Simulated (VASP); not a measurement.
## SnTe: single point with LDA

SnTe:

```
CELL_PARAMETERS angstrom
0.00000 3.50212 3.50212
3.50212 0.00000 3.50212
3.50212 3.50212 0.00000
ATOMIC_POSITIONS crystal
Sn 0.00000 0.00000 0.00000
Te 0.25000 0.25000 0.25000
```

- Program: VASP 6.6.1
- Task: single point
- Functional: LDA
- Potentials or basis: VASP PAW LDA potentials, release 64 (Sn_d, Te)
- Cutoff: 500 eV
- k mesh: 6 × 6 × 6
- Occupations: fermi-dirac, width 0.02 eV
- Spin: no spin polarisation
- Dipole correction: no
- Further INCAR settings: ALGO = Normal; EDIFF = 1e-06; NBANDS = 17

```yaml
Pressure: 0.0 GPa
Band_gap_on_the_k_mesh: zero (band 10 reaches 3.64 eV, above the bottom of band 11 at 3.60 eV)
```

Levels at points of the mesh, in eV from the Fermi level:
```csv
k point,band 8,band 9,band 10,band 11,band 12,band 13
"(0.00, 0.00, 0.00)",-2.04,-2.04,-2.04,1.00,1.00,1.00
"(0.50, 0.00, 0.00)",-2.65,-2.65,-2.11,1.85,1.85,3.76
"(0.50, 0.50, 0.00)",-3.40,-3.40,-0.68,-0.06,4.27,4.27
```

Run time: 12 s on 1 thread of AMD EPYC 9R45 96-Core Processor (Zen 5) (shared host), peak memory 0.15 GiB.

Caveat: spin-orbit coupling is left out, which moves the levels of the heavy elements.
